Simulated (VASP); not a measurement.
A run of VASP 6.6.1 is set up as follows.

Contents of POSCAR:

```
Re
1.0
    2.7598270443      0.0000000000      0.0000000000
   -1.3799135221      2.3900803304      0.0000000000
    0.0000000000      0.0000000000      4.4572270891
Re
2
Direct
    0.3333333333      0.6666666667      0.2500000000
    0.6666666667      0.3333333333      0.7500000000
```

Contents of INCAR.step1:

```
SYSTEM = Re
  PREC = Accurate
  ENCUT = 520
  ISMEAR = 0
  SIGMA = 0.3
  LREAL = .False.
  LASPH = .True.
  NELM = 80
  NBANDS = 14
  GGA = PE
  ALGO = Normal
  EDIFF = 1E-4
  LWAVE = .True.
  LCHARG = .False.
```

File INCAR.step2:

```
SYSTEM = Re
  PREC = Accurate
  ENCUT = 520
  EDIFF = 1E-6
  ISMEAR = 0
  SIGMA = 0.3
  LREAL = .False.
  LASPH = .True.
  NELM = 80
  ALGO = Normal
  ISIF = 2
  LWAVE = .False.
  LCHARG = .False.
  METAGGA = R2SCAN
  LMIXTAU = .True.
  NBANDS = 14
  ISTART = 1
```

The input KPOINTS:

```
Automatic mesh
0
Gamma
  13 13 7
  0 0 0
```

Potentials or basis: VASP PAW PBE potentials, release 64 (Re).

Command:

```sh
$ cat potpaw_PBE.64/Re/POTCAR > POTCAR
$ cp INCAR.step1 INCAR
$ mpirun -np 1 vasp_std > vasp.out
$ cp INCAR.step2 INCAR
$ mpirun -np 1 vasp_std > vasp.out
```

Problem. What does it give for the pressure?

Solution. 0.2 GPa.

Problem. What does it give for the band gap on the k mesh?

Solution. Zero (bands 7 and 8 overlap by 2.80 eV).

Stress tensor (GPa, compression positive):
```
0.19 0.00 0.00
0.00 0.19 0.00
0.00 0.00 0.08
```

Caveat: so wide a smearing shifts energies and pressures; the PAW data sets were made with another functional, which shifts forces and pressure a little; spin-orbit coupling is left out, which moves the levels of the heavy elements.
